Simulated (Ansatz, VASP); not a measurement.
## NaH in VASP and in Ansatz

```
Na H
1.0
     2.99069   -1.71320    0.00000
     2.99069    1.71320    0.00000
    -1.96821    0.00000    2.83505
Na H
1 1
Direct
  0.94040 0.94040 0.00187
  0.55960 0.55960 0.49813
```

Alike in both runs: task relaxation of cell and atoms; functional PBE; k mesh 6 × 6 × 6; occupations gaussian, width 0.1 eV; no spin polarisation.

|  | VASP | Ansatz |
| --- | --- | --- |
| version | VASP 6.6.1 | Ansatz 0.2.0 |
| potentials or method | VASP PAW PBE potentials, release 64 (Na_pv, H), cutoff 500 eV | scalar-relativistic, plane waves, PAW |
| valence electrons in the cell | 8 | 10 |

Ansatz gave:

* gap on the k mesh at the Fermi level, each at its own relaxed structure (eV): 3.80
* relaxed volume (Å³/atom): 14.15
* relaxed cell length with the largest relative difference (Å): 3.424

What did VASP give for the same quantities?

gap on the k mesh at the Fermi level, each at its own relaxed structure (eV): 3.74; relaxed volume (Å³/atom): 14.20; relaxed cell length with the largest relative difference (Å): 3.443.

VASP's potentials hold 8 valence electrons a cell and Ansatz's 10, so a difference there can come from the potentials and not from the codes.
